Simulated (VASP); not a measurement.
# CdSe (F-43m) in VASP: a series of runs, part 2 of 2

VASP 6.6.1.

**3. Single point, r2SCAN**

This run uses another cell than the first one, of 28.94 Å³/atom, 1.042 times its volume.

Input file POSCAR:

```
CdSe
1.0
    0.0000000000      3.0702710000      3.0702710000
    3.0702710000      0.0000000000      3.0702710000
    3.0702710000      3.0702710000      0.0000000000
Cd Se
1 1
Direct
    0.0000000000      0.0000000000      0.0000000000
    0.7500000000      0.7500000000      0.7500000000
```

Input file INCAR.step1:

```
SYSTEM = CdSe
PREC = Accurate
ENCUT = 520
ISMEAR = 0
SIGMA = 0.01
LREAL = .False.
LASPH = .True.
NELM = 80
NBANDS = 16
GGA = PE
ALGO = Normal
EDIFF = 1E-4
LWAVE = .True.
LCHARG = .False.
```

Input file INCAR.step2:

```
SYSTEM = CdSe
PREC = Accurate
ENCUT = 520
EDIFF = 1E-6
ISMEAR = 0
SIGMA = 0.01
LREAL = .False.
LASPH = .True.
NELM = 80
ALGO = Normal
ISIF = 2
LWAVE = .False.
LCHARG = .False.
METAGGA = R2SCAN
LMIXTAU = .True.
NBANDS = 16
ISTART = 1
```

Input file KPOINTS:

```
Automatic mesh
0
Gamma
  5 5 5
  0 0 0
```

Potentials or basis: VASP PAW PBE potentials, release 64 (Cd, Se).

On the command line:

```bash
> cat potpaw_PBE.64/Cd/POTCAR potpaw_PBE.64/Se/POTCAR > POTCAR
> cp INCAR.step1 INCAR
> mpirun -np 1 vasp_std > vasp.out
> cp INCAR.step2 INCAR
> mpirun -np 1 vasp_std > vasp.out
```

OUTCAR:

```text
SYSTEM = CdSe
   PREC = Accurate
   ENCUT = 520
   EDIFF = 1E-6
   ISMEAR = 0
   LREAL = .False.
   LASPH = .True.
   NELM = 80
   ISIF = 2
   METAGGA = R2SCAN
   ISTART = 1

 ion  position               nearest neighbor table
   1  0.000  0.000  0.000-   2 2.66   2 2.66   2 2.66   2 2.66
   2  0.750  0.750  0.750-   1 2.66   1 2.66   1 2.66   1 2.66

  LATTYP: Found a face centered cubic cell.
 ALAT       =     6.1405420000

  Lattice vectors:

[... 358 lines left out ...]
     16      14.7027      0.00000

------------------------ aborting loop because EDIFF is reached ----------------------------------------

  FORCE on cell =-STRESS in cart. coord.  units (eV):
  Direction    XX          YY          ZZ          XY          YZ          ZX
  --------------------------------------------------------------------------------------
  -------------------------------------------------------------------------------------
  Total        0.0360254      0.0360254      0.0360254      0.0000000      0.0000000      0.0000000
  in kB        0.9971472      0.9971472      0.9971472      0.0000000      0.0000000      0.0000000
  external PRESSURE =       0.9971472 kB  Pullay stress =       0.0000000 kB

 VOLUME and BASIS-vectors are now :
 -----------------------------------------------------------------------------
  energy-cutoff  :      520.00
  volume of cell :       57.88
      direct lattice vectors                 reciprocal lattice vectors
     0.000000000  3.070271000  3.070271000    -0.162852074  0.162852074  0.162852074
     3.070271000  0.000000000  3.070271000     0.162852074 -0.162852074  0.162852074
     3.070271000  3.070271000  0.000000000     0.162852074  0.162852074 -0.162852074

 POSITION                                       TOTAL-FORCE (eV/Angst)
 -----------------------------------------------------------------------------------
      0.00000      0.00000      0.00000         0.000000      0.000000      0.000000
      4.60541      4.60541      4.60541        -0.000000     -0.000000     -0.000000
 -----------------------------------------------------------------------------------
    total drift:                                0.000004      0.000004      0.000004

  FREE ENERGIE OF THE ION-ELECTRON SYSTEM (eV)
  ---------------------------------------------------
  free  energy   TOTEN  =       -35.9058360548 eV

  energy  without entropy=      -35.9058360548  energy(sigma->0) =      -35.90583605
```

OUTCAR.step1:

```text
SYSTEM = CdSe
   PREC = Accurate
   ENCUT = 520
   ISMEAR = 0
   LREAL = .False.
   LASPH = .True.
[... 394 lines left out ...]
      0.00000      0.00000      0.00000         0.000000      0.000000      0.000000
      4.60541      4.60541      4.60541        -0.000000     -0.000000     -0.000000
 -----------------------------------------------------------------------------------
    total drift:                                0.000000      0.000000      0.000000

  FREE ENERGIE OF THE ION-ELECTRON SYSTEM (eV)
  ---------------------------------------------------
  free  energy   TOTEN  =        -5.4773720433 eV

  energy  without entropy=       -5.4773720433  energy(sigma->0) =       -5.47737204
```

Run time: 23 s. Hardware: 1 thread of Intel Xeon 6975P-C (Granite Rapids), shared host; peak memory 0.18 GiB.

Results:

```yaml
Free_energy: -35.9058 eV
Pressure: 0.1 GPa
Band_gap_on_the_k_mesh: 1.02 eV, direct
```

Caveat: the PAW data sets were made with another functional, which shifts forces and pressure a little. r2SCAN opens gaps a little over a GGA but as a rule still falls short of measured ones.

**4. Single point, r2SCAN**

This run uses another cell than the first one, of 32.42 Å³/atom, 1.167 times its volume.

Input file POSCAR:

```
CdSe
1.0
    0.0000000000      3.1884728117      3.1884728117
    3.1884728117      0.0000000000      3.1884728117
    3.1884728117      3.1884728117      0.0000000000
Cd Se
1 1
Direct
    0.0000000000      0.0000000000      0.0000000000
    0.7500000000      0.7500000000      0.7500000000
```

Input file INCAR.step1:

```
SYSTEM = CdSe
  PREC = Accurate
  ENCUT = 520
  ISMEAR = 0
  SIGMA = 0.01
  LREAL = .FALSE.
  LASPH = .TRUE.
  NELM = 100
  NBANDS = 16
  GGA = PE
  ALGO = Normal
  EDIFF = 1E-4
  LWAVE = .TRUE.
  LCHARG = .FALSE.
```

Input file INCAR.step2:

```
SYSTEM = CdSe
  PREC = Accurate
  ENCUT = 520
  EDIFF = 1E-7
  ISMEAR = 0
  SIGMA = 0.01
  LREAL = .FALSE.
  LASPH = .TRUE.
  NELM = 100
  ALGO = Normal
  ISIF = 2
  LWAVE = .FALSE.
  LCHARG = .FALSE.
  METAGGA = R2SCAN
  LMIXTAU = .TRUE.
  NBANDS = 16
  ISTART = 1
```

Input file KPOINTS:

```
Automatic mesh
0
G
  5 5 5
  0 0 0
```

On the command line:

```bash
> cat potpaw_PBE.64/Cd/POTCAR potpaw_PBE.64/Se/POTCAR > POTCAR
> cp INCAR.step1 INCAR
> mpirun -np 1 vasp_std > vasp.out
> cp INCAR.step2 INCAR
> mpirun -np 1 vasp_std > vasp.out
```

Run time: 44 s. Hardware: 1 thread of Intel Xeon 6975P-C (Granite Rapids), shared host; peak memory 0.22 GiB.

It converged, with:

```yaml
Free_energy: -35.8010 eV
Pressure: -4.4 GPa
Band_gap_on_the_k_mesh: 0.76 eV, direct
```

Levels at points of the mesh, in eV from the valence-band top:
| k point | band 6 | band 7 | band 8 | band 9 | band 10 | band 11 | band 12 | band 13 |
| --- | --- | --- | --- | --- | --- | --- | --- | --- |
| (0.00, 0.00, 0.00) | -7.56 | 0.00 | 0.00 | 0.00 | 0.76 | 6.42 | 6.42 | 6.42 |

Caveat: the PAW data sets were made with another functional, which shifts forces and pressure a little. r2SCAN opens gaps a little over a GGA but as a rule still falls short of measured ones.

**5. The runs side by side**

```tsv
cell	gap on the mesh (eV)	pressure (GPa)
a = 4.283 Å, angles 60.0°, 2 atoms	1.11	2.4
a = 4.342 Å, angles 60.0°, 2 atoms	1.02	0.1
a = 4.509 Å, angles 60.0°, 2 atoms	0.76	-4.4
```

Alike in all rows: task single point; level r2SCAN; potentials or basis VASP PAW PBE potentials, release 64 (Cd, Se); no spin polarisation; k mesh 5 × 5 × 5; cutoff (eV) 520; smearing gaussian 0.01 eV.

Caveats: the PAW data sets were made with another functional, which shifts forces and pressure a little.

Total energies depend on the potentials used, so only differences within one code and one set of settings carry meaning.
